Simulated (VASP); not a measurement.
Input of a VASP 6.6.1 run:

The input INCAR:

```
PREC = Accurate
ENCUT = 600
EDIFF = 1E-7
ISMEAR = 0
SIGMA = 0.1
LREAL = F
LASPH = T
NELM = 100
ALGO = Normal
ISIF = 3
LWAVE = F
LCHARG = F
GGA = PE
IBRION = 2
NSW = 100
EDIFFG = -0.01
```

KPOINTS

```
regular mesh
0
Gamma
  8 8 8
```

The input POSCAR:

```
PtSe2
1.0
   -2.9510685722      2.9510685722      3.3567251794
    2.9510685722     -2.9510685722      3.3567251794
    2.9510685722      2.9510685722     -3.3567251794
Pt Se
2 4
Direct
    0.2500000000      0.2500000000      0.0000000000
    0.7500000000      0.7500000000      0.0000000000
    0.6730383846      0.1730383846      0.8460767692
    0.1730383846      0.3269616154      0.5000000000
    0.3269616154      0.8269616154      0.1539232308
    0.8269616154      0.6730383846      0.5000000000
```

Potentials or basis: VASP PAW PBE potentials, release 64 (Pt, Se).

The run is started by

```console
$ cat potpaw_PBE.64/Pt/POTCAR potpaw_PBE.64/Se/POTCAR > POTCAR
$ mpirun -np 1 vasp_std > vasp.out
```

Q: Predict the relaxed cell.

A: a = 5.363 Å, b = 5.363 Å, c = 5.363 Å, α = 113.46°, β = 113.46°, γ = 101.76°.

Q: What does it give for the space group after relaxing (to 0.05 Å)?

A: I4/mcm (No. 140).

Q: Predict the relaxed volume.

A: 19.53 Å³/atom.

Q: Predict the band gap on the k mesh.

A: Zero (band 22 reaches 7.56 eV, above the bottom of band 23 at 6.10 eV).

Final structure:
```xyz
6
Lattice="-2.9421 2.9421 3.3839 2.9421 -2.9421 3.3839 2.9421 2.9421 -3.3839" Properties=species:S:1:pos:R:3 pbc="T T T"
Pt    0.0000    0.0000    1.6919
Pt    0.0000    0.0000    5.0758
Se    1.0477    3.9897    0.0000
Se    1.8944    1.0477    0.0000
Se    1.8944   -1.0477    3.3839
Se    1.0477    1.8944    3.3839
```

Caveat: spin-orbit coupling is left out, which moves the levels of the heavy elements.
